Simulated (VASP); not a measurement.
A run of VASP 6.6.1:

Contents of INCAR:

```
SYSTEM = Te2Mo
PREC     = Accurate       ! precision mode
ENCUT    = 520            ! plane-wave cutoff, eV
EDIFF    = 1E-6           ! SCF threshold, eV
ISMEAR   = 0              ! smearing method
SIGMA    = 0.1            ! smearing width, eV
LREAL    = .False.        ! projectors in reciprocal space
LASPH    = .True.         ! aspherical terms in the spheres
NELM     = 100            ! most SCF steps
ALGO     = Fast           ! electronic algorithm
ISIF     = 2              ! what is computed and relaxed
LWAVE    = .False.        ! write WAVECAR
LCHARG   = .False.        ! write CHGCAR
GGA      = PE             ! functional
NBANDS   = 35             ! bands
```

File KPOINTS:

```
Automatic mesh
0
Gamma
  6 10 1
  0 0 0
```

File POSCAR:

```
Te2Mo
1.0
    6.3658551529      0.0000000000      0.0002180487
    0.0000000000      3.4674028298      0.0000000000
   -0.0543347569      0.0000000000     35.4483519320
Te Mo
4 2
Direct
    0.0776711807      0.7500000000      0.4416265404
    0.9223288193      0.2500000000      0.5583734596
    0.5697862891      0.2500000000      0.4582684959
    0.4302137109      0.7500000000      0.5417315041
    0.8193270986      0.7500000000      0.5027520135
    0.1806729014      0.2500000000      0.4972479865
```

Potentials or basis: VASP PAW PBE potentials, release 64 (Te, Mo_sv).

Run with:

```console
$ cat potpaw_PBE.64/Te/POTCAR potpaw_PBE.64/Mo_sv/POTCAR > POTCAR
$ mpirun -np 1 vasp_std > vasp.out
```

Hardware: 1 thread of Oxide Virtual Turin-like Processor, on a shared host.

Problem. How long does it take, and how much memory?

Solution. Run time: 30 min on 1 thread of Oxide Virtual Turin-like Processor (shared host), peak memory 1 GiB. Counts: scf iterations 24, k points 24.
